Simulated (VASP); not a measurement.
A run of VASP 6.6.1:

The input POSCAR:

```
SbW
1.0
    0.0000000000      3.0939763010      3.0939763010
    3.0939763010      0.0000000000      3.0939763010
    3.0939763010      3.0939763010      0.0000000000
W Sb
1 1
Direct
    0.0000000000      0.0000000000      0.0000000000
    0.2500000000      0.2500000000      0.2500000000
```

File INCAR.step1:

```
PREC     = Accurate       # precision mode
ENCUT    = 520            # plane-wave cutoff, eV
ISMEAR   = 0              # smearing method
SIGMA    = 0.05           # smearing width, eV
LREAL    = False          # projectors in reciprocal space
LASPH    = True           # aspherical terms in the spheres
NELM     = 100            # most SCF steps
NBANDS   = 16             # bands
GGA      = PE             # functional
ALGO     = Normal         # electronic algorithm
EDIFF    = 1E-4           # SCF threshold, eV
LWAVE    = True           # write WAVECAR
LCHARG   = False          # write CHGCAR
```

File INCAR.step2:

```
PREC     = Accurate       # precision mode
ENCUT    = 520            # plane-wave cutoff, eV
EDIFF    = 1E-6           # SCF threshold, eV
ISMEAR   = 0              # smearing method
SIGMA    = 0.05           # smearing width, eV
LREAL    = False          # projectors in reciprocal space
LASPH    = True           # aspherical terms in the spheres
NELM     = 100            # most SCF steps
ALGO     = Normal         # electronic algorithm
ISIF     = 2              # what is computed and relaxed
LWAVE    = False          # write WAVECAR
LCHARG   = False          # write CHGCAR
METAGGA  = R2SCAN         # meta-GGA
LMIXTAU  = True         
NBANDS   = 16             # bands
ISTART   = 1
```

File KPOINTS:

```
Automatic mesh
0
Gamma
  10 10 10
```

Potentials or basis: VASP PAW PBE potentials, release 64 (W_sv, Sb).

Launch:

```console
$ cat potpaw_PBE.64/W_sv/POTCAR potpaw_PBE.64/Sb/POTCAR > POTCAR
$ cp INCAR.step1 INCAR
$ mpirun -np 1 vasp_std > vasp.out
$ cp INCAR.step2 INCAR
$ mpirun -np 1 vasp_std > vasp.out
```

Hardware: 1 thread of Intel(R) Xeon(R) Platinum 8259CL CPU @ 2.50GHz (Skylake/Cascade Lake) (shared host).

Problem. Estimate the wall time of this run.

Solution. It took 2.2 min on 1 thread of Intel(R) Xeon(R) Platinum 8259CL CPU @ 2.50GHz (Skylake/Cascade Lake) (shared host), peak memory 0.23 GiB. Counts: k points 47.
